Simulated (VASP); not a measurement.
**Ga2SnSe: single point with PBE**

Crystal: Ga2SnSe.

```xyz
8
Lattice="-2.9721 2.9721 6.0023 2.9721 -2.9721 6.0023 2.9721 2.9721 -6.0023" Properties=species:S:1:pos:R:3 pbc="T T T"
Ga    1.4861    1.5269   -1.5006
Ga    1.4861    1.4452    4.5017
Ga   -1.4452    1.4861    7.5029
Ga    4.4173    1.4861    1.5006
Sn    0.0000    0.0000    0.0000
Sn    0.0000    2.9721    3.0012
Se    0.0000    0.0000    6.0023
Se    2.9721    0.0000    3.0012
```

```
Program                : VASP 6.6.1
Task                   : single point
Functional             : PBE
Potentials or basis    : VASP PAW PBE potentials, release 64 (Ga_d, Sn_d, Se)
Cutoff                 : 520 eV
k mesh                 : 8 × 8 × 8
Occupations            : gaussian, width 0.01 eV
Spin                   : no spin polarisation
Dipole correction      : no
Further INCAR settings : ALGO = Normal; EDIFF = 1e-07; NBANDS = 56
```

```
Pressure               : 2.9 GPa
Largest force          : 0.020 eV/Å
Band gap on the k mesh : 0.06 eV (least direct gap 0.13 eV)
```

Forces on the atoms (eV/Å):
```
Ga   0.000 -0.020  0.000
Ga   0.000  0.020  0.000
Ga  -0.020  0.000  0.000
Ga   0.020  0.000  0.000
Sn   0.000  0.000  0.000
Sn   0.000  0.000  0.000
Se   0.000  0.000  0.000
Se   0.000  0.000  0.000
```

Levels at points of the mesh, in eV from the valence-band top:
```csv
k point,band 43,band 44,band 45,band 46,band 47,band 48,band 49,band 50
"(0.00, 0.00, 0.00)",-2.18,-0.13,-0.13,-0.08,0.06,1.25,1.51,3.01
"(0.50, 0.00, 0.00)",-2.53,-1.55,-1.32,-0.34,2.09,2.29,2.30,2.38
"(0.50, 0.50, 0.00)",-1.05,-1.05,-0.34,-0.34,0.59,0.59,2.46,2.46
"(0.50, 0.50, 0.50)",-1.84,-1.84,-0.68,-0.68,1.32,1.32,1.42,1.42
```

Run time: 11 min on 1 thread of AMD EPYC 9R45 96-Core Processor (Zen 5), with other jobs on the host, peak memory 0.75 GiB.

Caveat: semilocal functionals underestimate gaps, and a narrow one can read as zero; spin-orbit coupling is left out, which moves the levels of the heavy elements. A k mesh can miss the band edges.
